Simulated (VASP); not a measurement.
Set up this calculation in VASP 6.6.1, as the native input.

```yaml
Task: single point
Functional: LDA
Potentials_or_basis: VASP PAW LDA potentials, release 64 (Pd)
Cutoff: 520 eV
k_mesh: 14 × 14 × 1
Occupations: methfessel-paxton, width 0.1 eV
Spin: no spin polarisation
Dipole_correction: yes
Further_INCAR_settings: ALGO = Normal; EDIFF = 1e-06; NBANDS = 44
```

The structure of Pd lies in POSCAR:

```
Pd
1.0
    2.7143740984      0.0000000000      0.0000000000
    1.3571870492      2.3507169246      0.0000000000
    0.0000000000      0.0000000000     29.2976630250
Pd
7
Direct
    0.0000000000      0.0000000000      0.2731656244
    0.3333333333      0.3333333333      0.3491185658
    0.6666666667      0.6666666667      0.4245526673
    0.0000000000      0.0000000000      0.5000000014
    0.3333333333      0.3333333333      0.5754473360
    0.6666666667      0.6666666667      0.6508814346
    0.0000000000      0.0000000000      0.7268343705
```

One way to write it, as run:

INCAR

```
PREC = Accurate
ENCUT = 520
EDIFF = 1E-6
ISMEAR = 1
SIGMA = 0.1
LREAL = F
LASPH = T
NELM = 80
ALGO = Normal
ISIF = 2
LWAVE = F
LCHARG = F
LDIPOL = T
IDIPOL = 3
DIPOL = 0.5 0.5 0.500
GGA = CA
NBANDS = 44
```

KPOINTS

```
Automatic mesh
0
Gamma
  14 14 1
```

Potentials or basis: VASP PAW LDA potentials, release 64 (Pd).

Command:

```sh
$ cat potpaw_LDA.64/Pd/POTCAR > POTCAR
$ mpirun -np 1 vasp_std > vasp.out
```

Results of the run:

```
Largest force          : 0.011 eV/Å
Band gap on the k mesh : zero (bands 35 and 36 overlap by 1.06 eV)
```

Wall time 11 min on 1 thread of Intel Xeon 8259CL (shared host), peak memory 0.32 GiB.
